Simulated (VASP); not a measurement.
Input of a VASP 6.6.1 run:

File POSCAR:

```
BiB
1.0
    0.0000000000      2.7448744688      2.7448744688
    2.6048858709      0.0000000000      2.7448744688
    2.6048858709      2.7448744688      0.0000000000
B Bi
1 1
Direct
    0.0000000000      0.0000000000      0.0000000000
    0.2500000000      0.2500000000      0.2500000000
```

The input INCAR.step1:

```
SYSTEM = BiB
ALGO = Normal
EDIFF = 1E-4
ENCUT = 520
GGA = PE
ISMEAR = -1
LASPH = .True.
LCHARG = .False.
LREAL = .False.
LWAVE = .True.
NBANDS = 16
NELM = 60
PREC = Accurate
SIGMA = 0.02
```

File INCAR.step2:

```
SYSTEM = BiB
ALGO = Normal
EDIFF = 1E-6
ENCUT = 520
ISIF = 2
ISMEAR = -1
ISTART = 1
LASPH = .True.
LCHARG = .False.
LMIXTAU = .True.
LREAL = .False.
LWAVE = .False.
METAGGA = R2SCAN
NBANDS = 16
NELM = 60
PREC = Accurate
SIGMA = 0.02
```

KPOINTS

```
k-points
0
Gamma
  8 8 8
  0 0 0
```

Potentials or basis: VASP PAW PBE potentials, release 64 (B, Bi_d).

Launch:

```sh
$ cat potpaw_PBE.64/B/POTCAR potpaw_PBE.64/Bi_d/POTCAR > POTCAR
$ cp INCAR.step1 INCAR
$ mpirun -np 1 vasp_std > vasp.out
$ cp INCAR.step2 INCAR
$ mpirun -np 1 vasp_std > vasp.out
```

Task: What does it give for the band gap on the k mesh?

Result: 0.14 eV, indirect (least direct gap 0.51 eV).

Task: Estimate the pressure.

Result: 4.6 GPa.

Stress tensor (GPa, compression positive):
```
7.90 0.00 0.00
0.00 2.98 0.00
0.00 0.00 2.98
```

Caveat: the cell differs from its parent crystal (uniaxial x strain -5.1%); the PAW data sets were made with another functional, which shifts forces and pressure a little; spin-orbit coupling is left out, which moves the levels of the heavy elements. A k mesh can miss the band edges.
